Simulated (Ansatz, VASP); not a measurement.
**La16CO24: VASP beside Ansatz**

```
CELL_PARAMETERS angstrom
7.88115 0.00000 0.00000
-3.94057 6.82527 0.00000
0.00000 0.00000 12.37572
ATOMIC_POSITIONS crystal
La 0.33941 0.18867 0.40009
La 0.15645 0.32255 0.12876
La 0.33076 0.16945 0.87365
La 0.16324 0.34424 0.62676
La 0.33392 0.68228 0.37230
La 0.15021 0.81044 0.09990
La 0.33244 0.66392 0.87927
La 0.16095 0.82956 0.62633
La 0.84292 0.16305 0.37468
La 0.65123 0.31678 0.12766
La 0.82668 0.16547 0.87699
La 0.66805 0.33504 0.62067
La 0.83311 0.67636 0.37126
La 0.67902 0.83580 0.12521
La 0.81866 0.65475 0.87316
La 0.66073 0.83363 0.62300
O 0.31823 0.14051 0.19917
O 0.17006 0.35882 0.32651
O 0.99575 0.00947 0.99947
O 0.33024 0.17250 0.66859
O 0.16155 0.33455 0.81873
O 0.98535 0.98974 0.50050
O 0.33295 0.66246 0.16035
O 0.17697 0.85848 0.30088
O 0.97382 0.47534 0.00272
O 0.33055 0.66976 0.68815
O 0.15732 0.82655 0.83119
O 0.01939 0.53322 0.50431
O 0.82726 0.16751 0.18370
O 0.66998 0.33642 0.33972
O 0.50430 0.01521 0.99580
O 0.83109 0.16948 0.67527
O 0.66018 0.32919 0.81188
O 0.48861 0.98357 0.50426
O 0.81067 0.64022 0.17347
O 0.65916 0.83154 0.31604
O 0.48541 0.46566 0.99574
O 0.82657 0.66443 0.68122
O 0.66121 0.82951 0.82491
O 0.49823 0.52395 0.49709
C 0.13171 0.99957 0.25002
```

Alike in both runs: functional PBE; k mesh 1 × 1 × 1; occupations fermi-dirac, width 0.01 eV; no spin polarisation.

Ansatz relaxed the structure, and its values are those at the end. VASP's run is a single point on that final structure, the one shown.

|  | VASP | Ansatz |
| --- | --- | --- |
| version | VASP 6.6.1 | Ansatz 0.2.0 |
| potentials or method | VASP PAW PBE potentials, release 64 (La, O, C), cutoff 520 eV | plane-wave PAW DFT |
| valence electrons in the cell | 324 | 324 |

|  | VASP | Ansatz | Ansatz less VASP |
| --- | --- | --- | --- |
| rms of the force components (eV/Å) | 0.025 | 0.004 | -0.0213 |

Spin-orbit coupling is off throughout.
